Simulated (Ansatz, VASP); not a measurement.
**Two plane-wave programs on AlN**

File INCAR:

```
PREC = Accurate
ENCUT = 520
EDIFF = 1E-6
ISMEAR = 0
SIGMA = 0.05
LREAL = False
LASPH = True
NELM = 60
ALGO = Normal
ISIF = 2
LWAVE = False
LCHARG = True
GGA = PE
LELF = True
LVHAR = True
NBANDS = 26
```

The input KPOINTS:

```
regular mesh
0
Gamma
  8 6 4
```

Contents of POSCAR:

```
AlN
1.0
   -1.6567491617      2.8695737234      0.0000000000
    0.0000000000      0.0000000000      4.1874629526
    4.9702474850      2.8695737234      0.0000000000
Al N
4 4
Direct
    0.4443256687      0.7500000000      0.0467051550
    0.0000000000      0.7500000000      0.6666666667
    0.0000000000      0.2500000000      0.3333333333
    0.5000000000      0.2500000000      0.8333333333
    0.5000000000      0.2500000000      0.1666666667
    0.0000000000      0.2500000000      0.6666666667
    0.0000000000      0.7500000000      0.3333333333
    0.5000000000      0.7500000000      0.8333333333
```

Input for Ansatz:

```yaml
crystal:
  lattice:
    - [-1.6567491617, 2.8695737234, 0.0]
    - [0.0, 0.0, 4.1874629526]
    - [4.970247485, 2.8695737234, 0.0]
  atoms:
    - { symbol: Al, position: [0.4443256687, 0.75, 0.046705155] }
    - { symbol: Al, position: [0.0, 0.75, 0.6666666667] }
    - { symbol: Al, position: [0.0, 0.25, 0.3333333333] }
    - { symbol: Al, position: [0.5, 0.25, 0.8333333333] }
    - { symbol: "N", position: [0.5, 0.25, 0.1666666667] }
    - { symbol: "N", position: [0.0, 0.25, 0.6666666667] }
    - { symbol: "N", position: [0.0, 0.75, 0.3333333333] }
    - { symbol: "N", position: [0.5, 0.75, 0.8333333333] }
basis:
  ecutwfc: 420
kpoints:
  mp_grid: { grid: [8, 6, 4] }
hamiltonian:
  xc: pbe
  pseudopotentials: { kind: paw, azcp: { folder: soft_1 } }
scf:
  occupations: { method: gaussian, width: 0.05 }
output:
  forces: true
  stress: true
  eigenvalues: true
  write_density: true
  write_potential: true
  elf: true
  volumetric_format: npy
```

Alike in both runs: task single point; functional PBE; k mesh 8 × 6 × 4; occupations gaussian, width 0.05 eV; no spin polarisation.

|  | VASP | Ansatz |
| --- | --- | --- |
| version | VASP 6.6.1 | Ansatz 0.2.0 |
| potentials or method | VASP PAW PBE potentials, release 64 (Al, N), cutoff 520 eV | scalar-relativistic, plane waves, PAW |
| valence electrons in the cell | 32 | 32 |

```tsv
	VASP	Ansatz	Ansatz less VASP
gap on the k mesh at the Fermi level (eV)	0.82	0.80	-0.017
least direct gap on the mesh (eV)	0.88	0.86	-0.017
rms of the force components (eV/Å)	15.522	16.216	+0.6940
```

Atom by atom the forces differ by 0.698 eV/Å (rms over components). The functional is the same, so the differences come from potentials, cutoffs and numerics.
